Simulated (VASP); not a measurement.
Wanted: the native input for a VASP 6.6.1 run.

| Item | Value |
| --- | --- |
| Task | single point |
| Functional | PBEsol |
| Potentials or basis | VASP PAW PBE potentials, release 64 (Ni, Si) |
| Cutoff | 520 eV |
| k mesh | 3 × 3 × 3 |
| Occupations | gaussian, width 0.05 eV |
| Spin | no spin polarisation |
| Dipole correction | no |
| Further INCAR settings | LREAL = Auto; ALGO = Normal; EDIFF = 1e-07; NBANDS = 49 |

The structure of Si15Ni lies in POSCAR:

```
Si15Ni
1.0
    0.0000000000      5.4370000000      5.4370000000
    5.4370000000      0.0000000000      5.4370000000
    5.4370000000      5.4370000000      0.0000000000
Ni Si
1 15
Direct
    1.0000000000      0.0000000000      1.0000000000
    0.0008460273      0.0008460273      0.4991539727
    0.0008460273      0.4991539727      0.0008460273
    0.0008460273      0.4991539727      0.4991539727
    0.4991539727      0.0008460273      0.0008460273
    0.4991539727      0.0008460273      0.4991539727
    0.4991539727      0.4991539727      0.0008460273
    0.5000000000      0.5000000000      0.5000000000
    0.1202211774      0.1202211774      0.1202211774
    0.1202211774      0.1202211774      0.6393364679
    0.1202211774      0.6393364679      0.1202211774
    0.1235527506      0.6254824165      0.6254824165
    0.6393364679      0.1202211774      0.1202211774
    0.6254824165      0.1235527506      0.6254824165
    0.6254824165      0.6254824165      0.1235527506
    0.6254824165      0.6254824165      0.6254824165
```

One way to write it, as run:

INCAR

```
ALGO = Normal ; EDIFF = 1E-7
ENCUT = 520 ; GGA = PS
ISIF = 2 ; ISMEAR = 0
LASPH = True ; LCHARG = False
LREAL = Auto ; LWAVE = False
NBANDS = 49 ; NELM = 60
PREC = Accurate ; SIGMA = 0.05
```

KPOINTS

```
k-points
0
Gamma
  3 3 3
```

Potentials or basis: VASP PAW PBE potentials, release 64 (Ni, Si).

Run with:

```bash
$ cat potpaw_PBE.64/Ni/POTCAR potpaw_PBE.64/Si/POTCAR > POTCAR
$ mpirun -np 1 vasp_std > vasp.out
```

It gave:

| Item | Value |
| --- | --- |
| Pressure | -2.1 GPa |
| Largest force | 0.018 eV/Å |
| Band gap on the k mesh | zero (band 35 reaches 6.43 eV, above the bottom of band 36 at 5.06 eV) |

Caveat: the PAW data sets were made with another functional, which shifts forces and pressure a little.

Run time: 5.1 min on 1 thread of Intel(R) Xeon(R) Platinum 8259CL CPU @ 2.50GHz (Skylake/Cascade Lake), with other jobs on the host, peak memory 0.47 GiB.
